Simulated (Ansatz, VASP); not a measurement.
One calculation of Sn3As, two programs

```
CELL_PARAMETERS angstrom
6.64804 0.00000 0.00000
-3.32402 5.75737 0.00000
0.00000 0.00000 5.36472
ATOMIC_POSITIONS crystal
Sn 0.34157 0.17079 0.75000
Sn 0.82921 0.17079 0.75000
Sn 0.82921 0.65843 0.75000
Sn 0.65843 0.82921 0.25000
Sn 0.17079 0.82921 0.25000
Sn 0.17079 0.34157 0.25000
As 0.66667 0.33333 0.25000
As 0.33333 0.66667 0.75000
```

Change from the starting cell: species swapped into the CdPd3 type (P6_3/mmc, No. 194).

Alike in both runs: functional PBE; k mesh 6 × 6 × 8; occupations gaussian, width 0.1 eV; no spin polarisation.

Ansatz relaxed the structure, and its values are those at the end. VASP's run is a single point on that final structure, the one shown.

```csv
,VASP,Ansatz
version,VASP 6.6.1,Ansatz 0.2.0
potentials or method,"VASP PAW PBE potentials, release 64 (Sn_d, As), cutoff 520 eV","scalar-relativistic, plane waves, PAW"
valence electrons in the cell,94,114
```

```tsv
	VASP	Ansatz	Ansatz less VASP
gap on the k mesh at the Fermi level (eV)	none	none	-
pressure (GPa)	0.0	0.0	+0.04
```

A gap of «none» marks a metal or a gap that the smearing closes. VASP's potentials hold 94 valence electrons a cell and Ansatz's 114, so a difference there can come from the potentials and not from the codes.
